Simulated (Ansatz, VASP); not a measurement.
# Hf4C in VASP and in Ansatz

```
Hf C
1.0
    -3.54068    3.54068    2.23821
     3.54068   -3.54068    2.23821
     3.54068    3.54068   -2.23821
Hf C
4 1
Cartesian
  4.7548 0.0000 0.0000
  2.3266 0.0000 0.0000
  0.0000 4.7548 0.0000
  0.0000 2.3266 0.0000
  0.0000 0.0000 0.0000
```

Alike in both runs: task relaxation of cell and atoms; functional PBE; k mesh 4 × 4 × 4; occupations gaussian, width 0.2 eV; no spin polarisation.

|  | VASP | Ansatz |
| --- | --- | --- |
| version | VASP 6.6.1 | Ansatz 0.2.0 |
| potentials or method | VASP PAW PBE potentials, release 64 (Hf_pv, C), cutoff 600 eV | scalar-relativistic, plane waves, PAW |
| valence electrons in the cell | 44 | 108 |

Ansatz gave:

* gap on the k mesh at the Fermi level, each at its own relaxed structure (eV): none
* relaxed volume (Å³/atom): 21.36
* relaxed cell length with the largest relative difference (Å): 5.887

Which values does VASP return?

gap on the k mesh at the Fermi level, each at its own relaxed structure (eV): none; relaxed volume (Å³/atom): 21.36; relaxed cell length with the largest relative difference (Å): 5.892.

A gap of «none» marks a metal or a gap that the smearing closes. VASP's potentials hold 44 valence electrons a cell and Ansatz's 108, so a difference there can come from the potentials and not from the codes.

The k mesh is coarse, so the values compare programs but aren't converged. Spin-orbit coupling is off throughout.
